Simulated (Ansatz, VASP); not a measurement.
Be: VASP beside Ansatz

```
CELL_PARAMETERS angstrom
1.91051 0.00000 0.00000
0.00000 1.91051 0.00000
0.00000 0.00000 1.91051
ATOMIC_POSITIONS crystal
Be 0.00000 0.00000 0.00000
```

Change from the starting cell: volume scaled by 0.68, PAW files.

Alike in both runs: task single point; functional PBE; k mesh 20 × 20 × 20; occupations fermi-dirac, width 0.1 eV; no spin polarisation.

|  | VASP | Ansatz |
| --- | --- | --- |
| version | VASP 6.6.1 | Ansatz 0.2.0 |
| potentials or method | VASP PAW PBE potentials, release 64 (Be) | PAW with Ansatz's default frozen-core files, scalar-relativistic |
| plane-wave cutoff (eV) | 600 | 420 |
| valence electrons in the cell | 2 | 2 |

|  | VASP | Ansatz | Ansatz less VASP |
| --- | --- | --- | --- |
| pressure (GPa) | 55.6 | 55.3 | -0.27 |

Both programs put the cell under a high pressure, so it lies far from rest at this level.
